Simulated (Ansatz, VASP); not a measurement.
## One calculation of SrTiO3, two programs

```
CELL_PARAMETERS angstrom
4.00655 0.00000 0.00000
0.00000 4.00655 0.00000
0.00000 0.00000 3.85104
ATOMIC_POSITIONS crystal
Sr 0.00000 0.00000 0.00000
Ti 0.50000 0.50000 0.50000
O 0.00000 0.50000 0.50000
O 0.50000 0.00000 0.50000
O 0.50000 0.50000 0.00000
```

Change from the starting cell: band edges of the strained film's bulk.

Alike in both runs: task single point; functional r2SCAN; k mesh 7 × 7 × 7; occupations gaussian, width 0.02 eV; no spin polarisation.

```csv
,VASP,Ansatz
version,VASP 6.6.1,Ansatz 0.2.0
potentials or method,"VASP PAW PBE potentials, release 64 (Sr_sv, Ti_sv, O), cutoff 520 eV","scalar-relativistic, plane waves, PAW"
valence electrons in the cell,40,40
```

|  | VASP | Ansatz | Ansatz less VASP |
| --- | --- | --- | --- |
| gap on the k mesh at the Fermi level (eV) | 2.21 | 2.20 | -0.011 |
| least direct gap on the mesh (eV) | 2.54 | 2.51 | -0.026 |
| pressure (GPa) | -5.1 | -5.9 | -0.82 |
| traceless stress, the component that is largest in VASP (GPa) | 6.00 | 5.87 | -0.125 |

VASP's potentials were made for PBE, not for r2SCAN. With one functional, cell and mesh, what is left measures potentials, basis and numerics.
